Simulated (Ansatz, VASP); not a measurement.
**Two plane-wave programs on RuBr5**

```
CELL_PARAMETERS angstrom
-4.23681 4.23681 2.63991
4.23681 -4.23681 2.63991
4.23681 4.23681 -2.63991
ATOMIC_POSITIONS crystal
Ru 0.00000 0.00000 0.00000
Br 0.09170 0.72632 0.81802
Br 0.27368 0.09170 0.36538
Br 0.90830 0.27368 0.18198
Br 0.72632 0.90830 0.63462
Br 0.50000 0.50000 0.00000
```

Alike in both runs: functional PBE; k mesh 3 × 3 × 3; occupations gaussian, width 0.15 eV; collinear spin.

Ansatz relaxed the structure, and its values are those at the end. VASP's run is a single point on that final structure, the one shown.

```csv
,VASP,Ansatz
version,VASP 6.6.1,Ansatz 0.2.0
potentials or method,"VASP PAW PBE potentials, release 64 (Ru_pv, Br), cutoff 520 eV","scalar-relativistic, plane waves, PAW"
valence electrons in the cell,49,51
```

Ansatz gave:

| Quantity | Value |
| --- | --- |
| gap on the k mesh at the Fermi level (eV) | none |
| pressure (GPa) | 0.0 |
| rms of the force components (eV/Å) | 0.035 |
| net moment per atom (μB) | 0.51 |
| size of the moment on the site where the two differ most (μB) | 1.61 |

Problem. What did VASP give for the same quantities?

Solution. gap on the k mesh at the Fermi level (eV): none; pressure (GPa): 0.0; rms of the force components (eV/Å): 0.035; net moment per atom (μB): 0.51; size of the moment on the site where the two differ most (μB): 1.77.

Site moments also hang on the region over which each program counts them. A gap of «none» marks a metal or a gap that the smearing closes. VASP's potentials hold 49 valence electrons a cell and Ansatz's 51, so a difference there can come from the potentials and not from the codes.

The k mesh is coarse, so the values compare programs but aren't converged.
